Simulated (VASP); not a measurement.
# BiBr2 (P4_2/nmc) in VASP: single point with PBE

Aim: the single point of BiBr2 with PBE.

Program: VASP 6.6.1. These are calculated values, not measurements. Logs are shortened: lines on timing, memory, paths and dates and some standing lists are left out, and cuts for length are marked.

## Step 1: The cell of the first run

The structure is tetragonal, space group P4_2/nmc (No. 137). Conventional cell: a = 5.325 Å, b = 5.325 Å, c = 8.451 Å, α = 90.00°, β = 90.00°, γ = 90.00°. Within 3.8 Å of Bi (site symmetry -4m2) lie 4 Br at 2.89 Å. Within 3.8 Å of Br (site symmetry 2mm) lie 2 Bi at 2.89 Å.

## Step 2: Single point, PBE

File INCAR:

```
PREC = Accurate ; ENCUT = 520
EDIFF = 1E-6 ; ISMEAR = 0
SIGMA = 0.1 ; LREAL = F
LASPH = T ; NELM = 100
ALGO = Normal ; ISIF = 2
LWAVE = F ; LCHARG = F
GGA = PE ; NBANDS = 38
```

File KPOINTS:

```
Automatic mesh
0
Gamma
  8 8 6
```

File POSCAR:

```
BiBr2
1.0
    5.3253071407      0.0000000000      0.0000000000
    0.0000000000      5.3253071407      0.0000000000
    0.0000000000      0.0000000000      8.4505501091
Bi Br
2 4
Direct
    0.0000000000      0.0000000000      0.0000000000
    0.5000000000      0.5000000000      0.5000000000
    0.0000000000      0.5000000000      0.1316615371
    0.0000000000      0.5000000000      0.6316615371
    0.5000000000      0.0000000000      0.3683384629
    0.5000000000      0.0000000000      0.8683384629
```

Potentials or basis: VASP PAW PBE potentials, release 64 (Bi_d, Br).

On the command line:

```bash
$ cat potpaw_PBE.64/Bi_d/POTCAR potpaw_PBE.64/Br/POTCAR > POTCAR
$ mpirun -np 1 vasp_std > vasp.out
```

OUTCAR:

```text
PREC = Accurate
   ENCUT = 520
   EDIFF = 1E-6
   ISMEAR = 0
   LREAL = F
   LASPH = T
   NELM = 100
   ISIF = 2
   GGA = PE

 ion  position               nearest neighbor table
   1  0.000  0.000  0.000-   3 2.89   6 2.89   3 2.89   6 2.89
   2  0.500  0.500  0.500-   4 2.89   5 2.89   5 2.89   4 2.89
   3  0.000  0.500  0.132-   1 2.89   1 2.89
   4  0.000  0.500  0.632-   2 2.89   2 2.89
   5  0.500  0.000  0.368-   2 2.89   2 2.89
   6  0.500  0.000  0.868-   1 2.89   1 2.89

  LATTYP: Found a simple tetragonal cell.
 ALAT       =     5.3253071407
 C/A-ratio  =     1.5868662381

  Lattice vectors:

 A1 = (   5.3253071407,   0.0000000000,   0.0000000000)
 A2 = (   0.0000000000,   5.3253071407,   0.0000000000)
 A3 = (   0.0000000000,   0.0000000000,   8.4505501091)

Analysis of symmetry for initial positions (statically):
=====================================================================
 Subroutine PRICEL returns:
 Original cell was already a primitive cell.

 Routine SETGRP: Setting up the symmetry group for a
 simple tetragonal supercell.

 Subroutine GETGRP returns: Found 16 space group operations
 (whereof  8 operations were pure point group operations)
 out of a pool of 16 trial point group operations.

The static configuration has the point symmetry D_2d.
 The point group associated with its full space group is D_4h.

Analysis of symmetry for dynamics (positions and initial velocities):
=====================================================================
 Subroutine PRICEL returns:
 Original cell was already a primitive cell.

 Routine SETGRP: Setting up the symmetry group for a
 simple tetragonal supercell.

 Subroutine GETGRP returns: Found 16 space group operations
 (whereof  8 operations were pure point group operations)
 out of a pool of 16 trial point group operations.

The dynamic configuration has the point symmetry D_2d.
 The point group associated with its full space group is D_4h.

 Subroutine INISYM returns: Found 16 space group operations
 (whereof  8 operations are pure point group operations),
 and found     1 'primitive' translations

----------------------------------------------------------------------------------------

                                     Primitive cell

  volume of cell :     239.6483

  direct lattice vectors                    reciprocal lattice vectors
     5.325307141  0.000000000  0.000000000     0.187782596  0.000000000  0.000000000
     0.000000000  5.325307141  0.000000000     0.000000000  0.187782596  0.000000000
     0.000000000  0.000000000  8.450550109     0.000000000  0.000000000  0.118335491
[... 98 lines left out ...]
   ISIF   =      2    stress and relaxation
   ISYM   =      2    0-nonsym 1-usesym 2-fastsym
   POTIM  = 0.5000    time-step for ionic-motion
   TEBEG  =    0.0;   TEEND  =   0.0 temperature during run
   PSTRESS=    0.0 pullay stress
   NELECT =      58.0000    total number of electrons
   NUPDOWN=      -1.0000    fix difference up-down
   EMIN   =  10.00;   EMAX   =-10.00  energy-range for DOS
   EFERMI =   0.00;   METHOD = LEGACY
   ISMEAR =     0;   SIGMA  =   0.10  broadening in eV -4-tet -1-fermi 0-gaus
   EFERMI_NEDOS =   21; number of points for ismear=-14 and -15
   IALGO  =     38    algorithm
   IMIX   =      4    mixing-type and parameters
     AMIX     =   0.40;   BMIX     =  1.00
     AMIX_MAG =   1.60;   BMIX_MAG =  1.00
  volume/ion in A,a.u.               =      39.94       269.54
  Fermi-wavevector in a.u.,A,eV,Ry     =   1.020217  1.927931 14.161536  1.040844
  Thomas-Fermi vector in A             =   2.153775
   LORBIT       =      0    0 simple, 1 ext, 2 COOP (PROOUT), +10 PAW based schemes
   GGA     = PE    functional components
   LHFCALC =     F    Hartree Fock is set to
   AEXX    =    0.0000 exact exchange contribution
   IVDW    =     0    specifies the selected vdW correction
   LEPSILON=     F    determine dielectric tensor
   LRPA    =     F    only Hartree local field effects (RPA)
 non-spin polarized calculation
 Gauss-broadening in eV      SIGMA  =   0.10
  energy-cutoff  :      520.00
  volume of cell :      239.65
 maximum number of plane-waves:      6496
 NGX is ok and might be reduce to    40
   NGX = 19   NGY = 19   NGZ = 31

 number of electron      58.0000017 magnetization

 Free energy of the ion-electron system (eV)
  ---------------------------------------------------
  ext. energy  EPLUGINS =         0.00000000
  ---------------------------------------------------
  free energy    TOTEN  =       -16.86481385 eV

  energy without entropy =      -16.85407775  energy(sigma->0) =      -16.85944580

 E-fermi :   2.2139     XC(G=0):  -7.6652

 val. band max:        2.1946656589   @ k =   0.3750   0.1250   0.3333
 cond. band min:       2.2412243322   @ k =   0.3750   0.0000   0.3333
 fundamental gap:      0.0465586733
 Fermi energy:         2.2138616060

 k-point     1 :       0.0000    0.0000    0.0000
  band No.  band energies     occupation
      1     -21.6024      2.00000
      2     -21.6017      2.00000
      3     -21.5744      2.00000
      4     -21.5742      2.00000
      5     -21.4434      2.00000
      6     -21.4434      2.00000
[... 973 lines left out ...]
     37       8.0230      0.00000
     38       8.0230      0.00000

 [... further k-points ...]

------------------------ aborting loop because EDIFF is reached ----------------------------------------

  FORCE on cell =-STRESS in cart. coord.  units (eV):
  Direction    XX          YY          ZZ          XY          YZ          ZX
  --------------------------------------------------------------------------------------
  -------------------------------------------------------------------------------------
  Total       -0.0208138     -0.0208138     -0.0288389      0.0000000      0.0000000      0.0000000
  in kB       -0.1391516     -0.1391516     -0.1928035      0.0000000      0.0000000      0.0000000
  external PRESSURE =      -0.1570356 kB  Pullay stress =       0.0000000 kB

 VOLUME and BASIS-vectors are now :
 -----------------------------------------------------------------------------
  energy-cutoff  :      520.00
  volume of cell :      239.65
      direct lattice vectors                 reciprocal lattice vectors
     5.325307141  0.000000000  0.000000000     0.187782596  0.000000000  0.000000000
     0.000000000  5.325307141  0.000000000     0.000000000  0.187782596  0.000000000
     0.000000000  0.000000000  8.450550109     0.000000000  0.000000000  0.118335491

 POSITION                                       TOTAL-FORCE (eV/Angst)
 -----------------------------------------------------------------------------------
      0.00000      0.00000      0.00000        -0.000000      0.000000      0.000000
      2.66265      2.66265      4.22528        -0.000000     -0.000000      0.000000
      0.00000      2.66265      1.11261        -0.000000      0.000000      0.001309
      0.00000      2.66265      5.33789        -0.000000     -0.000000      0.001309
      2.66265      0.00000      3.11266         0.000000     -0.000000     -0.001309
      2.66265      0.00000      7.33794         0.000000     -0.000000     -0.001309
 -----------------------------------------------------------------------------------
    total drift:                               -0.000000      0.000000     -0.000000

  FREE ENERGIE OF THE ION-ELECTRON SYSTEM (eV)
  ---------------------------------------------------
  free  energy   TOTEN  =       -16.8648138451 eV

  energy  without entropy=      -16.8540777541  energy(sigma->0) =      -16.85944580
```

stdout:

```text
POSCAR found type information on POSCAR BiBr
 POSCAR found :  2 types and       6 ions
 scaLAPACK will be used
 LDA part: xc-table for (Slater+PW92), standard interpolation
 POSCAR, INCAR and KPOINTS ok, starting setup
 FFT: planning ... GRIDC
 FFT: planning ... GRID_SOFT
 FFT: planning ... GRID
 WAVECAR not read
 entering main loop
```

Wall time 3 min (1 thread of Intel Xeon 6975P-C (Granite Rapids), shared host); peak memory 0.58 GiB.

What came out:

| Property | Result |
| --- | --- |
| Free energy | -16.8648 eV |
| Pressure | 0.0 GPa |
| Band gap on the k mesh | zero (bands 29 and 30 overlap by 1.25 eV) |

Caveat: spin-orbit coupling is left out, which moves the levels of the heavy elements.
